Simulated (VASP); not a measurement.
Crystal: CuF.

```
CELL_PARAMETERS angstrom
2.73846 0.00000 0.00000
0.00000 2.73846 0.00000
0.00000 0.00000 2.73846
ATOMIC_POSITIONS crystal
Cu 0.00000 0.00000 0.00000
F 0.50000 0.50000 0.50000
```

Base run:

- Program: VASP 6.6.1
- Functional: PBE
- Potentials or basis: VASP PAW PBE potentials, release 64 (Cu, F)
- Cutoff: 520 eV
- k mesh: 10 × 10 × 10
- Occupations: fermi-dirac, width 0.02 eV
- Spin: no spin polarisation

Its results: band gap on the k mesh zero (band 9 reaches 5.04 eV, above the bottom of band 10 at 4.67 eV); pressure 6.5 GPa.

**Question.** The run is repeated on the same cell with these changes: functional from PBE to r2SCAN. What comes out?

**Answer.** Band gap on the k mesh zero (band 9 reaches 4.92 eV, above the bottom of band 10 at 4.51 eV); pressure -0.1 GPa.

Caveats: semilocal functionals often make such compounds metallic where correlation or magnetic order opens a gap, which also shifts bond lengths; the PAW data sets were made with another functional, which shifts forces and pressure a little (some runs).
